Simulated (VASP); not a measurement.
Be: single point with PBEsol

The system is Be.

```xyz
1
Lattice="-0.9895 0.9895 0.9895 0.9895 -0.9895 0.9895 0.9895 0.9895 -0.9895" Properties=species:S:1:pos:R:3 pbc="T T T"
Be    0.0000    0.0000    0.0000
```

This cell differs from its parent crystal: volume scaled by 0.5.

```json
{
 "Program": "VASP 6.6.1",
 "Task": "single point",
 "Functional": "PBEsol",
 "Potentials or basis": "VASP PAW PBE potentials, release 64 (Be)",
 "Cutoff": "520 eV",
 "k mesh": "23 × 23 × 23",
 "Occupations": "fermi-dirac, width 0.1 eV",
 "Spin": "no spin polarisation"
}
```

```json
{"Pressure": "274.6 GPa", "Band gap on the k mesh": "zero (band 1 reaches 21.75 eV, above the bottom of band 2 at 13.27 eV)"}
```

Levels at points of the mesh, in eV from the Fermi level:
| k point | band 1 | band 2 | band 3 | band 4 |
| --- | --- | --- | --- | --- |
| (0.00, 0.00, 0.00) | -16.19 | 34.10 | 34.10 | 34.10 |

Run time: 7.8 s on 1 thread of Intel Xeon 6975P-C (shared host), peak memory 0.11 GiB.

Caveat: the PAW data sets were made with another functional, which shifts forces and pressure a little.
